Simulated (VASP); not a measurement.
**Sb: single point with PBE**

Crystal: Sb.

```
Sb
1.0
    -1.50508    1.50508    1.50508
     1.50508   -1.50508    1.50508
     1.50508    1.50508   -1.50508
Sb
1
Direct
  0.00000 0.00000 0.00000
```

This cell differs from its parent crystal: volume scaled by 0.5.

```
Program                : VASP 6.6.1
Task                   : single point
Functional             : PBE
Potentials or basis    : VASP PAW PBE potentials, release 64 (Sb)
Cutoff                 : 500 eV
k mesh                 : 16 × 16 × 16
Occupations            : fermi-dirac, width 0.1 eV
Spin                   : no spin polarisation
Dipole correction      : no
Further INCAR settings : ALGO = Normal; EDIFF = 1e-06; NBANDS = 8
```

- Pressure: 208.7 GPa

Levels at points of the mesh, in eV from the Fermi level:
```tsv
k point	band 1	band 2	band 3	band 4	band 5	band 6	band 7
(0.00, 0.00, 0.00)	-20.88	10.92	10.92	10.92	13.06	13.06	13.06
(0.50, 0.00, 0.00)	-11.65	-11.13	3.33	4.47	7.92	9.69	17.68
(0.50, 0.50, 0.50)	-4.47	-4.47	-4.47	-0.79	1.19	1.19	19.76
```

Wall time 10 s on 1 thread of Intel(R) Xeon(R) Platinum 8259CL CPU @ 2.50GHz (Skylake/Cascade Lake) (shared host), peak memory 0.13 GiB.

Caveat: spin-orbit coupling is left out, which moves the levels of the heavy elements.
